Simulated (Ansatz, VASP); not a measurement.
# Nb3ReTe: VASP beside Ansatz

```
Nb Re Te
1.0
     3.78138    0.00000    0.00000
     0.00000    3.78138    0.00000
     0.00000    0.00000    7.61173
Nb Re Te
3 1 1
Direct
  0.50000 0.00000 0.58236
  0.00000 0.50000 0.58236
  0.50000 0.50000 0.91589
  0.00000 0.00000 0.86795
  0.50000 0.50000 0.29929
```

Alike in both runs: functional PBE; k mesh 4 × 4 × 4; occupations gaussian, width 0.1 eV; no spin polarisation.

Ansatz relaxed the structure, and its values are those at the end. VASP's run is a single point on that final structure, the one shown.

|  | VASP | Ansatz |
| --- | --- | --- |
| version | VASP 6.6.1 | Ansatz 0.2.0 |
| potentials or method | VASP PAW PBE potentials, release 64 (Nb_sv, Re, Te), cutoff 520 eV | scalar-relativistic, plane waves, PAW |
| valence electrons in the cell | 52 | 70 |

Ansatz gave:

- gap on the k mesh at the Fermi level (eV): none
- pressure (GPa): 0.0
- rms of the force components (eV/Å): 0.013

What did VASP give for the same quantities?

gap on the k mesh at the Fermi level (eV): none; pressure (GPa): -0.2; rms of the force components (eV/Å): 0.016.

A gap of «none» marks a metal or a gap that the smearing closes. VASP's potentials hold 52 valence electrons a cell and Ansatz's 70, so a difference there can come from the potentials and not from the codes.

The k mesh is coarse, so the values compare programs but aren't converged. Spin-orbit coupling is off throughout.
